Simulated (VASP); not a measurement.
# TaC5: single point with PBE

The system is TaC5.

```
Ta C
1.0
    -2.25891    2.25891    2.67699
     2.25891   -2.25891    2.67699
     2.25891    2.25891   -2.67699
Ta C
1 5
Direct
  0.50000 0.50000 0.00000
  0.62559 0.12559 0.50000
  0.12559 0.62559 0.50000
  0.37441 0.87441 0.50000
  0.87441 0.37441 0.50000
  0.00000 0.00000 0.00000
```

The cell was generated, and may not be a known phase.

```yaml
Program: VASP 6.6.1
Task: single point
Functional: PBE
Potentials_or_basis: VASP PAW PBE potentials, release 64 (Ta_pv, C)
Cutoff: 520 eV
k_mesh: 6 × 6 × 6
Occupations: gaussian, width 0.1 eV
Spin: no spin polarisation
```

```
Pressure               : -0.2 GPa
Largest force          : 0.021 eV/Å
Band gap on the k mesh : zero (an odd number of electrons rules out a gap without spin polarisation)
```

Forces on the atoms (eV/Å):
```
Ta   0.000  0.000  0.000
C    0.000  0.000  0.021
C    0.000  0.000  0.021
C    0.000  0.000 -0.021
C    0.000  0.000 -0.021
C    0.000  0.000  0.000
```

Stress tensor (GPa, compression positive):
```
-0.10  0.00  0.00
 0.00 -0.10  0.00
 0.00  0.00 -0.32
```

Levels at points of the mesh, in eV from the Fermi level:
| k point | band 14 | band 15 | band 16 | band 17 | band 18 | band 19 |
| --- | --- | --- | --- | --- | --- | --- |
| (0.00, 0.00, 0.00) | -5.09 | -1.84 | -1.73 | 1.58 | 1.64 | 3.21 |
| (0.50, 0.00, 0.00) | -1.84 | -0.87 | 0.62 | 1.04 | 1.90 | 2.15 |
| (0.50, 0.50, 0.00) | -1.93 | -0.90 | -0.67 | -0.60 | 0.05 | 0.77 |
| (0.50, 0.50, 0.50) | -3.02 | -1.58 | -0.36 | 1.82 | 2.16 | 2.17 |

Wall time 28 s on 1 thread of Intel(R) Xeon(R) Platinum 8259CL CPU @ 2.50GHz (Skylake/Cascade Lake), on a shared host, peak memory 0.18 GiB.

Caveat: spin-orbit coupling is left out, which moves the levels of the heavy elements.
